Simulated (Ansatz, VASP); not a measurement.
**One calculation of Al, two programs**

Contents of INCAR:

```
PREC = Accurate ; ENCUT = 500
EDIFF = 1E-6 ; ISMEAR = 0
SIGMA = 0.1 ; LREAL = F
LASPH = T ; NELM = 120
ALGO = Normal ; ISIF = 2
LWAVE = F ; LCHARG = F
GGA = PE ; NBANDS = 8
GGA_COMPAT = F
```

Contents of KPOINTS:

```
regular mesh
0
Gamma
  10 10 10
```

POSCAR

```
Al
1.0
   -1.5912186900      1.5912186900      1.5912186900
    1.5912186900     -1.5912186900      1.5912186900
    1.5912186900      1.5912186900     -1.5912186900
Al
1
Direct
    0.7200000000      0.5950000000      0.6680000000
```

Input for Ansatz:

```yaml
crystal:
  lattice:
    - [-1.59121869, 1.59121869, 1.59121869]
    - [1.59121869, -1.59121869, 1.59121869]
    - [1.59121869, 1.59121869, -1.59121869]
  atoms:
    - { symbol: Al, position: [0.72, 0.595, 0.668] }
basis:
  ecutwfc: 420
kpoints:
  mp_grid: { grid: [10, 10, 10] }
hamiltonian:
  xc: pbe
scf:
  occupations: { method: gaussian, width: 0.1 }
output:
  forces: true
  stress: true
  eigenvalues: true
```

Alike in both runs: task single point; functional PBE; k mesh 10 × 10 × 10; occupations gaussian, width 0.1 eV; no spin polarisation.

|  | VASP | Ansatz |
| --- | --- | --- |
| version | VASP 6.6.1 | Ansatz 0.2.0 |
| potentials or method | VASP PAW PBE potentials, release 64 (Al), cutoff 500 eV | scalar-relativistic, plane waves, PAW |
| valence electrons in the cell | 3 | 3 |

|  | VASP | Ansatz | Ansatz less VASP |
| --- | --- | --- | --- |
| gap on the k mesh at the Fermi level (eV) | none | none | - |
| pressure (GPa) | 4.3 | 4.3 | +0.02 |

A gap of «none» marks a metal or a gap that the smearing closes. With one functional, cell and mesh, what is left measures potentials, basis and numerics.
